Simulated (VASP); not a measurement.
## HC18N: single point with PBEsol

HC18N, a slab with vacuum:

```
CELL_PARAMETERS angstrom
7.39800 0.00000 0.00000
-3.69900 6.40686 0.00000
0.00000 0.00000 12.00000
ATOMIC_POSITIONS crystal
C 0.00258 0.99067 0.08522
C 0.22271 0.10398 0.07716
C 0.00185 0.33191 0.08506
C 0.22260 0.43919 0.07714
C 0.00161 0.66139 0.07828
C 0.22141 0.77117 0.07763
C 0.33259 0.99420 0.07713
C 0.55335 0.10766 0.08502
C 0.33379 0.32737 0.07766
C 0.55359 0.43737 0.07830
C 0.33248 0.65886 0.07712
C 0.55262 0.76567 0.08516
C 0.65892 0.98971 0.10987
C 0.89625 0.10840 0.10994
C 0.66436 0.32505 0.08236
C 0.89085 0.43830 0.08236
C 0.66418 0.66032 0.08276
C 0.89102 0.77375 0.08277
N 0.77753 0.04263 0.21564
H 0.77750 0.17086 0.24924
```

```json
{"Program": "VASP 6.6.1", "Task": "single point", "Functional": "PBEsol", "Potentials or basis": "VASP PAW PBE potentials, release 64 (C, N, H)", "Cutoff": "520 eV", "k mesh": "2 × 2 × 1", "Occupations": "gaussian, width 0.05 eV", "Spin": "no spin polarisation"}
```

```yaml
Largest_force: 0.121 eV/Å
Band_gap_on_the_k_mesh: 0.24 eV
```

Forces in eV/Å, atoms in the order of the input:
```
C   -0.015  0.012 -0.007
C    0.000  0.005 -0.006
C    0.001 -0.024 -0.005
C    0.008 -0.003 -0.007
C   -0.012 -0.004  0.002
C    0.010  0.008  0.001
C    0.000 -0.007 -0.005
C    0.012 -0.018 -0.003
C   -0.008 -0.004 -0.001
C    0.000  0.002  0.000
C   -0.001  0.004 -0.002
C   -0.004  0.014 -0.007
C   -0.048 -0.038 -0.050
C    0.074  0.030 -0.064
C    0.001  0.011  0.004
C   -0.011  0.001  0.000
C    0.009  0.002 -0.001
C   -0.005 -0.006 -0.001
N   -0.002  0.003  0.121
H   -0.007  0.012  0.028
```

Levels at points of the mesh, in eV from the valence-band top:
| k point | band 37 | band 38 | band 39 | band 40 | band 41 | band 42 |
| --- | --- | --- | --- | --- | --- | --- |
| (0.00, 0.00, 0.00) | -2.60 | -0.82 | 0.00 | 0.24 | 1.34 | 3.36 |
| (0.50, 0.00, 0.00) | -2.41 | -2.06 | -0.85 | 0.76 | 2.13 | 2.59 |
| (0.00, 0.50, 0.00) | -2.33 | -2.08 | -1.42 | 1.54 | 2.10 | 2.59 |
| (0.50, 0.50, 0.00) | -2.33 | -2.08 | -1.42 | 1.54 | 2.10 | 2.59 |

Wall time 4.5 min on 1 thread of Intel(R) Xeon(R) Platinum 8259CL CPU @ 2.50GHz (Skylake/Cascade Lake), with other jobs on the host, peak memory 0.59 GiB.

Caveat: the k points lie up to 0.49 Å⁻¹ apart; the PAW data sets were made with another functional, which shifts forces and pressure a little.
